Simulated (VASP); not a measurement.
Set up this calculation in VASP 6.6.1, as the native input.

```
Task                   : single point
Functional             : PBEsol
Potentials or basis    : VASP PAW PBE potentials, release 64 (V_sv, P)
Cutoff                 : 520 eV
k mesh                 : 6 × 6 × 6
Occupations            : fermi-dirac, width 0.0557 eV
Spin                   : no spin polarisation
Dipole correction      : no
Further INCAR settings : ALGO = Normal; EDIFF = 1e-06; NBANDS = 72
```

The structure of V3P4 lies in POSCAR:

```
V3P4
1.0
   -6.0387840000      0.0000000000      2.4662310000
    0.0000000000      0.0000000000      4.9324620000
    0.0000000000      7.3432480000      2.4662310000
V P
6 8
Direct
    0.5037600000      0.1590700000      0.1645800000
    0.4962400000      0.8274100000      0.8354200000
    0.9962400000      0.9128300000      0.6645800000
    0.0037600000      0.5736500000      0.3354200000
    0.0000000000      0.2500000000      0.0000000000
    0.5000000000      0.5000000000      0.5000000000
    0.8348000000      0.8393000000      0.9998000000
    0.1652000000      0.6739000000      0.0002000000
    0.6652000000      0.9241000000      0.4998000000
    0.3348000000      0.0891000000      0.5002000000
    0.3202000000      0.4250000000      0.8456000000
    0.6798000000      0.5908000000      0.1544000000
    0.1798000000      0.9952000000      0.3456000000
    0.8202000000      0.5206000000      0.6544000000
```

One way to write it, as run:

INCAR

```
PREC = Accurate
ENCUT = 520
EDIFF = 1E-6
ISMEAR = -1
SIGMA = 0.0557
LREAL = F
LASPH = T
NELM = 80
ALGO = Normal
ISIF = 2
LWAVE = F
LCHARG = F
GGA = PS
NBANDS = 72
LUSENCCL = F
```

KPOINTS

```
Automatic mesh
0
Gamma
  6 6 6
```

Potentials or basis: VASP PAW PBE potentials, release 64 (V_sv, P).

Run with:

```sh
$ cat potpaw_PBE.64/V_sv/POTCAR potpaw_PBE.64/P/POTCAR > POTCAR
$ mpirun -np 1 vasp_std > vasp.out
```

It gave:

| Quantity | Value |
| --- | --- |
| Pressure | -8.3 GPa |
| Largest force | 7.096 eV/Å |
| Band gap on the k mesh | zero (bands 59 and 60 overlap by 0.30 eV) |

Caveat: the stress differs along the axes, from -13 to -1 GPa; the PAW data sets were made with another functional, which shifts forces and pressure a little.

Run time: 3.1 min on 1 × NVIDIA H100 80GB with 1 thread of Intel(R) Xeon(R) Platinum 8481C CPU @ 2.70GHz (Sapphire Rapids), with other jobs on the host, peak memory 1.6 GiB.
